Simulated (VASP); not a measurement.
# Pd (Fm-3m) in VASP: further runs

Pd is run at these levels: r2SCAN, PBE; tasks: electric field gradients, density of states.

All numbers are computed with VASP 6.6.1; they aren't measurements. Logs are shortened: lines on timing, memory, paths and dates and some standing lists are left out, and cuts for length are marked.

## Step 1: The cell of the first run

It takes space group Fm-3m (No. 225, cubic). The conventional cell has a = 3.890 Å, b = 3.890 Å, c = 3.890 Å, α = 90.00°, β = 90.00°, γ = 90.00°. Pd (site symmetry m-3m) has 12 Pd at 2.75 Å within 3.6 Å.

## Step 2: Electric field gradients, r2SCAN

Input file POSCAR:

```
Pd
1.0
    0.0000000000      1.9449000000      1.9449000000
    1.9449000000      0.0000000000      1.9449000000
    1.9449000000      1.9449000000      0.0000000000
Pd
1
Direct
    0.0000000000      0.0000000000      0.0000000000
```

Input file INCAR.step1:

```
SYSTEM = Pd
PREC     = Accurate       ! precision mode
ENCUT    = 520            ! plane-wave cutoff, eV
ISMEAR   = -1             ! smearing method
SIGMA    = 0.05           ! smearing width, eV
LREAL    = .FALSE.        ! projectors in reciprocal space
LASPH    = .TRUE.         ! aspherical terms in the spheres
NELM     = 80             ! most SCF steps
NBANDS   = 11             ! bands
GGA      = PE             ! functional
ALGO     = Normal         ! electronic algorithm
EDIFF    = 1E-4           ! SCF threshold, eV
LWAVE    = .TRUE.         ! write WAVECAR
LCHARG   = .FALSE.        ! write CHGCAR
```

Input file INCAR.step2:

```
SYSTEM = Pd
PREC     = Accurate       ! precision mode
ENCUT    = 520            ! plane-wave cutoff, eV
EDIFF    = 1E-8           ! SCF threshold, eV
ISMEAR   = -1             ! smearing method
SIGMA    = 0.05           ! smearing width, eV
LREAL    = .FALSE.        ! projectors in reciprocal space
LASPH    = .TRUE.         ! aspherical terms in the spheres
NELM     = 80             ! most SCF steps
ALGO     = Normal         ! electronic algorithm
ISIF     = 2              ! what is computed and relaxed
LWAVE    = .FALSE.        ! write WAVECAR
LCHARG   = .FALSE.        ! write CHGCAR
METAGGA  = R2SCAN         ! meta-GGA
LMIXTAU  = .TRUE.       
LEFG     = .TRUE.       
NBANDS   = 11             ! bands
ISTART   = 1
```

Input file KPOINTS:

```
regular mesh
0
G
  18 18 18
  0 0 0
```

Potentials or basis: VASP PAW PBE potentials, release 64 (Pd).

Launch:

```sh
$ cat potpaw_PBE.64/Pd/POTCAR > POTCAR
$ cp INCAR.step1 INCAR
$ mpirun -np 1 vasp_std > vasp.out
$ cp INCAR.step2 INCAR
$ mpirun -np 1 vasp_std > vasp.out
```

OUTCAR:

```text
SYSTEM = Pd
   PREC = Accurate
   ENCUT = 520
   EDIFF = 1E-8
   ISMEAR = -1
   LREAL = .FALSE.
   LASPH = .TRUE.
   NELM = 80
   ISIF = 2
   METAGGA = R2SCAN
   ISTART = 1

 ion  position               nearest neighbor table
   1  0.000  0.000  0.000-

  LATTYP: Found a face centered cubic cell.
 ALAT       =     3.8898000000

  Lattice vectors:

 A1 = (   0.0000000000,   1.9449000000,   1.9449000000)
 A2 = (   1.9449000000,   0.0000000000,   1.9449000000)
 A3 = (   1.9449000000,   1.9449000000,   0.0000000000)

Analysis of symmetry for initial positions (statically):
=====================================================================
 Subroutine PRICEL returns:
 Original cell was already a primitive cell.

 Routine SETGRP: Setting up the symmetry group for a
 face centered cubic supercell.

 Subroutine GETGRP returns: Found 48 space group operations
 (whereof 48 operations were pure point group operations)
 out of a pool of 48 trial point group operations.

The static configuration has the point symmetry O_h .

Analysis of symmetry for dynamics (positions and initial velocities):
=====================================================================
 Subroutine PRICEL returns:
 Original cell was already a primitive cell.

 Routine SETGRP: Setting up the symmetry group for a
 face centered cubic supercell.

 Subroutine GETGRP returns: Found 48 space group operations
 (whereof 48 operations were pure point group operations)
 out of a pool of 48 trial point group operations.

The dynamic configuration has the point symmetry O_h .

 Subroutine INISYM returns: Found 48 space group operations
 (whereof 48 operations are pure point group operations),
 and found     1 'primitive' translations

----------------------------------------------------------------------------------------

                                     Primitive cell

  volume of cell :      14.7137

  direct lattice vectors                    reciprocal lattice vectors
     0.000000000  1.944900000  1.944900000    -0.257082626  0.257082626  0.257082626
     1.944900000  0.000000000  1.944900000     0.257082626 -0.257082626  0.257082626
     1.944900000  1.944900000  0.000000000     0.257082626  0.257082626 -0.257082626

  length of vectors
     2.750503957  2.750503957  2.750503957     0.445280171  0.445280171  0.445280171

[... 121 lines left out ...]
  free energy    TOTEN  =       -22.95560098 eV

  energy without entropy =      -22.93869250  energy(sigma->0) =      -22.94714674

 E-fermi :   9.6540     XC(G=0): -14.1512

 val. band max:        9.6357244627   @ k =   0.5000   0.1111   0.0000
 cond. band min:       9.6586879666   @ k =  -0.4444   0.3889   0.1111
 fundamental gap:      0.0229635039
 Fermi energy:         9.6539671742

 k-point     1 :       0.0000    0.0000    0.0000
  band No.  band energies     occupation
      1       2.4389      2.00000
      2       6.7208      2.00000
      3       6.7208      2.00000
      4       6.7208      2.00000
      5       8.3387      2.00000
      6       8.3387      2.00000
      7      27.6781      0.00000
      8      32.0940      0.00000
      9      32.6830      0.00000
     10      32.6830      0.00000
     11      32.6830      0.00000
[... 309 lines left out ...]
 k-point    24 :      -0.2222    0.0556    0.0000
  band No.  band energies     occupation
      1       4.1744      2.00000
      2       6.5305      2.00000
      3       7.0507      2.00000
      4       7.0802      2.00000
      5       8.2331      2.00000
      6       8.7841      2.00000
      7      25.3345      0.00000
      8      28.7839      0.00000
      9      32.0986      0.00000
     10      32.9058      0.00000
     11      35.4361      0.00000

 [... further k-points ...]

------------------------ aborting loop because EDIFF is reached ----------------------------------------

  FORCE on cell =-STRESS in cart. coord.  units (eV):
  Direction    XX          YY          ZZ          XY          YZ          ZX
  --------------------------------------------------------------------------------------
  -------------------------------------------------------------------------------------
  Total        0.3125422      0.3125422      0.3125422     -0.0000000     -0.0000000      0.0000000
  in kB       34.0327772     34.0327772     34.0327772     -0.0000000     -0.0000000      0.0000000
  external PRESSURE =      34.0327772 kB  Pullay stress =       0.0000000 kB

 VOLUME and BASIS-vectors are now :
 -----------------------------------------------------------------------------
  energy-cutoff  :      520.00
  volume of cell :       14.71
      direct lattice vectors                 reciprocal lattice vectors
     0.000000000  1.944900000  1.944900000    -0.257082626  0.257082626  0.257082626
     1.944900000  0.000000000  1.944900000     0.257082626 -0.257082626  0.257082626
     1.944900000  1.944900000  0.000000000     0.257082626  0.257082626 -0.257082626

 POSITION                                       TOTAL-FORCE (eV/Angst)
 -----------------------------------------------------------------------------------
      0.00000      0.00000      0.00000         0.000000      0.000000      0.000000
 -----------------------------------------------------------------------------------
    total drift:                                0.000000      0.000000      0.000000

  FREE ENERGIE OF THE ION-ELECTRON SYSTEM (eV)
  ---------------------------------------------------
  free  energy   TOTEN  =       -22.9556009818 eV

  energy  without entropy=      -22.9386924987  energy(sigma->0) =      -22.94714674

 Electric field gradients (V/A^2)
---------------------------------------------------------------------
 ion       V_xx      V_yy      V_zz      V_xy      V_xz      V_yz
---------------------------------------------------------------------
   1      -0.000     0.000    -0.000    -0.000    -0.000    -0.000
---------------------------------------------------------------------

 Electric field gradients after diagonalization (V/A^2)
 (convention: |V_zz| > |V_xx| > |V_yy|)
----------------------------------------------------------------------
 ion       V_xx      V_yy      V_zz     asymmetry (V_yy - V_xx)/ V_zz
----------------------------------------------------------------------
   1       0.000     0.000    -0.000       0.000
----------------------------------------------------------------------

           NMR quadrupolar parameters

 Cq : quadrupolar parameter    Cq=e*Q*V_zz/h
 eta: asymmetry parameters     (V_yy - V_xx)/ V_zz
 Q  : nuclear electric quadrupole moment in mb (millibarn)
----------------------------------------------------------------------
 ion       Cq(MHz)       eta       Q (mb)
----------------------------------------------------------------------
   1      -0.000       0.000       1.000
----------------------------------------------------------------------
```

OUTCAR.step1:

```text
SYSTEM = Pd
   PREC = Accurate
   ENCUT = 520
   ISMEAR = -1
   LREAL = .FALSE.
   LASPH = .TRUE.
[... 552 lines left out ...]
 -----------------------------------------------------------------------------------
      0.00000      0.00000      0.00000         0.000000      0.000000      0.000000
 -----------------------------------------------------------------------------------
    total drift:                                0.000000      0.000000      0.000000

  FREE ENERGIE OF THE ION-ELECTRON SYSTEM (eV)
  ---------------------------------------------------
  free  energy   TOTEN  =        -5.2167714118 eV

  energy  without entropy=       -5.1987283699  energy(sigma->0) =       -5.20774989
```

OSZICAR.step1:

```text
N       E                     dE             d eps       ncg     rms          rms(c)
DAV:   1     0.420793413397E+02    0.42079E+02   -0.51945E+03  4330   0.855E+02
DAV:   2    -0.494948156246E+01   -0.47029E+02   -0.45434E+02  4863   0.182E+02
DAV:   3    -0.549376859372E+01   -0.54429E+00   -0.54168E+00  5131   0.210E+01
DAV:   4    -0.549614816150E+01   -0.23796E-02   -0.23793E-02  5186   0.145E+00
DAV:   5    -0.549617347677E+01   -0.25315E-04   -0.25314E-04  5605   0.136E-01    0.782E+00
DAV:   6    -0.523092630990E+01    0.26525E+00   -0.10685E+00  5277   0.843E+00    0.384E+00
DAV:   7    -0.522048814709E+01    0.10438E-01   -0.23968E-02  5683   0.102E+00    0.197E+00
DAV:   8    -0.521679216966E+01    0.36960E-02   -0.13417E-03  5330   0.320E-01    0.874E-02
DAV:   9    -0.521677141177E+01    0.20758E-04   -0.13248E-04  3772   0.979E-02
   1 F= -.52167714E+01 E0= -.52077499E+01  d E =-.180430E-01
```

Wall time 75 s (1 thread of Intel Xeon Platinum 8488C (Sapphire Rapids), shared host); peak memory 0.15 GiB.

Results:

| Item | Value |
| --- | --- |
| Free energy | -22.9556 eV |
| Pressure | 3.4 GPa |
| Band gap on the k mesh | zero (band 5 reaches 9.96 eV, above the bottom of band 6 at 8.28 eV) |

Levels at points of the mesh, in eV from the Fermi level:
| k point | band 2 | band 3 | band 4 | band 5 | band 6 | band 7 | band 8 | band 9 |
| --- | --- | --- | --- | --- | --- | --- | --- | --- |
| (0.00, 0.00, 0.00) | -2.93 | -2.93 | -2.93 | -1.32 | -1.32 | 18.02 | 22.44 | 23.03 |
| (0.50, 0.00, 0.00) | -3.01 | -3.01 | -0.04 | -0.04 | 1.28 | 7.73 | 17.42 | 22.16 |
| (0.50, 0.50, 0.00) | -5.29 | -0.10 | 0.31 | 0.31 | 3.65 | 11.34 | 13.94 | 13.94 |

Caveat: without QUAD_EFG the Cq values of the log hold for a quadrupole moment of 1 mb, not for the nuclei; the PAW data sets were made with another functional, which shifts forces and pressure a little.

## Step 3: Density of states, PBE

POSCAR is that of step 2.

Input file INCAR.step1:

```
SYSTEM = Pd
PREC     = Accurate       ! precision mode
ENCUT    = 520            ! plane-wave cutoff, eV
EDIFF    = 1E-7           ! SCF threshold, eV
ISMEAR   = -1             ! smearing method
SIGMA    = 0.05           ! smearing width, eV
LREAL    = .FALSE.        ! projectors in reciprocal space
LASPH    = .TRUE.         ! aspherical terms in the spheres
NELM     = 80             ! most SCF steps
ALGO     = Normal         ! electronic algorithm
ISIF     = 2              ! what is computed and relaxed
LWAVE    = .FALSE.        ! write WAVECAR
LCHARG   = .TRUE.         ! write CHGCAR
LMAXMIX  = 4              ! l up to which the mixer works
GGA      = PE             ! functional
NBANDS   = 11             ! bands
```

Input file KPOINTS.step1:

```
regular mesh
0
G
  18 18 18
  0 0 0
```

Input file INCAR.step2:

```
SYSTEM = Pd
PREC     = Accurate       ! precision mode
ENCUT    = 520            ! plane-wave cutoff, eV
EDIFF    = 1E-7           ! SCF threshold, eV
ISMEAR   = -5             ! smearing method
SIGMA    = 0.05           ! smearing width, eV
LREAL    = .FALSE.        ! projectors in reciprocal space
LASPH    = .TRUE.         ! aspherical terms in the spheres
NELM     = 80             ! most SCF steps
ALGO     = Normal         ! electronic algorithm
ISIF     = 2              ! what is computed and relaxed
LWAVE    = .FALSE.        ! write WAVECAR
LCHARG   = .FALSE.        ! write CHGCAR
LMAXMIX  = 4              ! l up to which the mixer works
GGA      = PE             ! functional
LORBIT   = 11             ! projections on sites
NBANDS   = 11             ! bands
NEDOS    = 1001           ! points of the DOS
ICHARG   = 11             ! starting density
```

Input file KPOINTS.step2:

```
regular mesh
0
G
  27 27 27
  0 0 0
```

Potentials or basis: VASP PAW PBE potentials, release 64 (Pd).

Launch:

```sh
$ cat potpaw_PBE.64/Pd/POTCAR > POTCAR
$ cp INCAR.step1 INCAR
$ cp KPOINTS.step1 KPOINTS
$ mpirun -np 1 vasp_std > vasp.out
$ cp INCAR.step2 INCAR
$ cp KPOINTS.step2 KPOINTS
$ mpirun -np 1 vasp_std > vasp.out
```

It used 47 s of CPU time on 1 thread of Intel Xeon 6975P-C, with other jobs on the host.

Results (log left out):

```
Valence electrons inside the program's atomic spheres : Pd 9.45
```

Levels at points of the mesh, in eV from the Fermi level:
```csv
k point,band 3,band 4,band 5,band 6,band 7,band 8
"(0.00, 0.00, 0.00)",-2.84,-2.84,-1.22,-1.22,17.21,22.00
```

Caveat: tetrahedron occupations give inexact forces and stress in metals.

## Step 4: Electric field gradients, PBE (volume scaled by 0.96)

Input file INCAR:

```
PREC = Accurate
ENCUT = 520
EDIFF = 1E-8
ISMEAR = -1
SIGMA = 0.05
LREAL = F
LASPH = T
NELM = 80
ALGO = Normal
ISIF = 2
LWAVE = F
LCHARG = F
GGA = PE
LEFG = T
NBANDS = 11
```

Input file KPOINTS:

```
regular mesh
0
Gamma
  18 18 18
```

Input file POSCAR:

```
Pd
1.0
    0.0000000000      1.9186143454      1.9186143454
    1.9186143454      0.0000000000      1.9186143454
    1.9186143454      1.9186143454      0.0000000000
Pd
1
Direct
    0.0000000000      0.0000000000      0.0000000000
```

Potentials or basis: VASP PAW PBE potentials, release 64 (Pd).

Launch:

```sh
$ cat potpaw_PBE.64/Pd/POTCAR > POTCAR
$ mpirun -np 1 vasp_std > vasp.out
```

OUTCAR:

```text
PREC = Accurate
   ENCUT = 520
   EDIFF = 1E-8
   ISMEAR = -1
   LREAL = F
   LASPH = T
   NELM = 80
   ISIF = 2
   GGA = PE

 ion  position               nearest neighbor table
   1  0.000  0.000  0.000-

  LATTYP: Found a face centered cubic cell.
 ALAT       =     3.8372286908

  Lattice vectors:

 A1 = (   0.0000000000,   1.9186143454,   1.9186143454)
 A2 = (   1.9186143454,   0.0000000000,   1.9186143454)
[... 541 lines left out ...]
    total drift:                               -0.000000     -0.000000     -0.000000

  FREE ENERGIE OF THE ION-ELECTRON SYSTEM (eV)
  ---------------------------------------------------
  free  energy   TOTEN  =        -5.1731825784 eV

  energy  without entropy=       -5.1561258807  energy(sigma->0) =       -5.16465423

 Electric field gradients (V/A^2)
---------------------------------------------------------------------
 ion       V_xx      V_yy      V_zz      V_xy      V_xz      V_yz
---------------------------------------------------------------------
   1       0.000    -0.000    -0.000     0.000     0.000     0.000
---------------------------------------------------------------------

 Electric field gradients after diagonalization (V/A^2)
 (convention: |V_zz| > |V_xx| > |V_yy|)
----------------------------------------------------------------------
 ion       V_xx      V_yy      V_zz     asymmetry (V_yy - V_xx)/ V_zz
----------------------------------------------------------------------
   1      -0.000    -0.000     0.001       0.000
----------------------------------------------------------------------

           NMR quadrupolar parameters

 Cq : quadrupolar parameter    Cq=e*Q*V_zz/h
 eta: asymmetry parameters     (V_yy - V_xx)/ V_zz
 Q  : nuclear electric quadrupole moment in mb (millibarn)
----------------------------------------------------------------------
 ion       Cq(MHz)       eta       Q (mb)
----------------------------------------------------------------------
   1       0.000       0.000       1.000
----------------------------------------------------------------------
```

OSZICAR:

```text
N       E                     dE             d eps       ncg     rms          rms(c)
DAV:   1     0.424611537049E+02    0.42461E+02   -0.52141E+03  4306   0.859E+02
DAV:   2    -0.490436477467E+01   -0.47366E+02   -0.45777E+02  4822   0.183E+02
DAV:   3    -0.545830676140E+01   -0.55394E+00   -0.55100E+00  5214   0.211E+01
DAV:   4    -0.546057811444E+01   -0.22714E-02   -0.22710E-02  5288   0.141E+00
DAV:   5    -0.546059971702E+01   -0.21603E-04   -0.21602E-04  5560   0.127E-01    0.881E+00
DAV:   6    -0.519089950808E+01    0.26970E+00   -0.10037E+00  5334   0.829E+00    0.436E+00
DAV:   7    -0.517742453032E+01    0.13475E-01   -0.37784E-02  5726   0.132E+00    0.213E+00
DAV:   8    -0.517322117057E+01    0.42034E-02   -0.20741E-03  5380   0.427E-01    0.110E-01
DAV:   9    -0.517317821100E+01    0.42960E-04   -0.25354E-04  5412   0.136E-01    0.273E-02
DAV:  10    -0.517318339712E+01   -0.51861E-05   -0.10437E-05  5407   0.289E-02    0.943E-03
DAV:  11    -0.517318257625E+01    0.82087E-06   -0.11864E-07  5479   0.342E-03    0.509E-04
DAV:  12    -0.517318257835E+01   -0.21085E-08   -0.29356E-09  4219   0.456E-04
   1 F= -.51731826E+01 E0= -.51646542E+01  d E =-.170567E-01
```

Wall time 53 s (1 thread of AMD EPYC 7R13, shared host); peak memory 0.12 GiB.

Results:

| Quantity | Value |
| --- | --- |
| Free energy | -5.1732 eV |
| Pressure | 16.7 GPa |
| Band gap on the k mesh | zero (band 5 reaches 10.85 eV, above the bottom of band 6 at 9.15 eV) |

Caveat: without QUAD_EFG the Cq values of the log hold for a quadrupole moment of 1 mb, not for the nuclei.

(Continued in part 2 of 2.)
